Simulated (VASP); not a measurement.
Si3N4:

```
Si N
1.0
    -3.23735    3.23735    3.23735
     3.23735   -3.23735    3.23735
     3.23735    3.23735   -3.23735
Si N
6 8
Direct
  0.25000 0.12500 0.87500
  0.87500 0.25000 0.12500
  0.75000 0.37500 0.62500
  0.62500 0.75000 0.37500
  0.12500 0.87500 0.25000
  0.37500 0.62500 0.75000
  0.56280 0.56280 0.56280
  0.43720 0.50000 0.00000
  0.50000 0.00000 0.93720
  0.00000 0.43720 0.50000
  0.93720 0.50000 0.00000
  0.06280 0.06280 0.06280
  0.00000 0.93720 0.50000
  0.50000 0.00000 0.43720
```

Base run:

```yaml
Program: VASP 6.6.1
Functional: r2SCAN
Potentials_or_basis: VASP PAW PBE potentials, release 64 (Si, N)
Cutoff: 520 eV
k_mesh: 6 × 6 × 6
Occupations: fermi-dirac, width 0.02 eV
Spin: no spin polarisation
```

Its results: band gap on the k mesh 4.69 eV (least direct gap 4.87 eV); pressure -4.2 GPa; largest force 0.029 eV/Å.

Problem. The run is repeated on the same cell with these changes: functional from r2SCAN to PBE. What comes out?

Solution. Band gap on the k mesh 4.07 eV (least direct gap 4.25 eV); pressure 1.6 GPa; largest force 0.016 eV/Å.

Caveats: the cell stands under tension (at least some runs); the PAW data sets were made with another functional, which shifts forces and pressure a little (at least some runs).

A k mesh can miss the band edges.
